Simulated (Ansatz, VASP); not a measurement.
## Al2O: VASP beside Ansatz

```
CELL_PARAMETERS angstrom
-1.38139 1.38139 4.77996
1.38139 -1.38139 4.77996
1.38139 1.38139 -4.77996
ATOMIC_POSITIONS crystal
Al 0.35823 0.35823 0.00000
Al 0.64177 0.64177 0.00000
O 0.00000 0.00000 0.00000
```

Change from the starting cell: species swapped into the BeAu2 type (I4/mmm, No. 139).

Alike in both runs: task single point; functional PBE; k mesh 8 × 8 × 8; occupations gaussian, width 0.1 eV; collinear spin.

```csv
,VASP,Ansatz
version,VASP 6.6.1,Ansatz 0.2.0
potentials or method,"VASP PAW PBE potentials, release 64 (Al, O), cutoff 520 eV","scalar-relativistic, plane waves, PAW"
valence electrons in the cell,12,12
```

```csv
,VASP,Ansatz,Ansatz less VASP
gap on the k mesh at the Fermi level (eV),none,none,-
pressure (GPa),1.8,1.9,+0.08
"traceless stress, the component that is largest in VASP (GPa)",-5.87,-5.83,+0.037
rms of the force components (eV/Å),0.324,0.327,+0.0036
net moment per atom (μB),0.00,0.00,0.000
```

Atom by atom the forces differ by 0.004 eV/Å (rms over components). A gap of «none» marks a metal or a gap that the smearing closes. The functional is the same, so the differences come from potentials, cutoffs and numerics. Ansatz's warnings: seeded moment not kept.

The k mesh is coarse, so the values compare programs but aren't converged.
